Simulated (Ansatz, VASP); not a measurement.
**Two plane-wave programs on MgHgSe2**

The input POSCAR:

```
MgHgSe2
1.0
    4.4950432377      0.0000000000      0.0000000000
    0.0000000000      4.4950432377      0.0000000000
    0.0000000000      0.0000000000      6.2368366225
Mg Se Hg
1 2 1
Direct
    0.0000000000      0.0000000000      0.0000000000
    0.0000000000      0.5000000000      0.2373997334
    0.5000000000      0.0000000000      0.7626002666
    0.5000000000      0.5000000000      0.5000000000
```

INCAR.step1

```
SYSTEM = MgHgSe2
  PREC = Accurate
  ENCUT = 520
  EDIFF = 1E-5
  ISMEAR = 0
  SIGMA = 0.01
  LREAL = .FALSE.
  LASPH = .TRUE.
  NELM = 100
  ALGO = Normal
  ISIF = 2
  LWAVE = .TRUE.
  GGA = PE
  NBANDS = 21
```

Contents of INCAR.step2:

```
SYSTEM = MgHgSe2
  PREC = Accurate
  ENCUT = 520
  EDIFF = 1E-6
  ISMEAR = 0
  SIGMA = 0.01
  LREAL = .FALSE.
  LASPH = .TRUE.
  NELM = 100
  ALGO = Normal
  ISIF = 2
  LWAVE = .FALSE.
  LCHARG = .TRUE.
  GGA = PE
  LHFCALC = .TRUE.
  HFSCREEN = 0.2079
  PRECFOCK = Normal
  LELF = .TRUE.
  LVHAR = .TRUE.
  ISTART = 1
  NBANDS = 21
```

Contents of KPOINTS:

```
regular mesh
0
G
  4 4 4
  0 0 0
```

Input for Ansatz:

```yaml
crystal:
  lattice:
    - [4.4950432377, 0.0, 0.0]
    - [0.0, 4.4950432377, 0.0]
    - [0.0, 0.0, 6.2368366225]
  atoms:
    - { symbol: Mg, position: [0.0, 0.0, 0.0] }
    - { symbol: Se, position: [0.0, 0.5, 0.2373997334] }
    - { symbol: Hg, position: [0.5, 0.5, 0.5] }
    - { symbol: Se, position: [0.5, 0.0, 0.7626002666] }
kpoints:
  mp_grid: { grid: [4, 4, 4] }
  band_path:
    path:
      - [0.0, 0.0, 0.0]
      - [0.0, 0.5, 0.0]
      - [0.5, 0.5, 0.0]
      - [0.0, 0.0, 0.5]
      - [0.0, 0.5, 0.5]
      - [0.5, 0.5, 0.5]
    npoints: 1
hamiltonian:
  xc: hse06
scf:
  occupations: { method: fixed }
  n_extra_bands: 5
output:
  forces: true
  stress: true
  eigenvalues: true
```

Change from the starting cell: hydrostatic strain +4.2%.

Alike in both runs: task single point; functional HSE06; k mesh 4 × 4 × 4; no spin polarisation.

|  | VASP | Ansatz |
| --- | --- | --- |
| version | VASP 6.6.1 | Ansatz 0.2.0 |
| potentials or method | VASP PAW PBE potentials, release 64 (Mg, Se, Hg) | plane waves, PAW |
| plane-wave cutoff (eV) | 520 | 420 |
| occupations | gaussian, width 0.01 eV | fixed |
| valence electrons in the cell | 26 | 62 |

Ansatz gave:

* gap on the k mesh at the Fermi level (eV): 1.14
* pressure (GPa): -4.6
* rms of the force components (eV/Å): 0.025

Which values does VASP return?

gap on the k mesh at the Fermi level (eV): 1.14; pressure (GPa): -4.7; rms of the force components (eV/Å): 0.012.

VASP's potentials hold 26 valence electrons a cell and Ansatz's 62, so a difference there can come from the potentials and not from the codes. Ansatz's warnings: stress exchange threshold loose, stress scf threshold loose.

Spin-orbit coupling is off throughout.
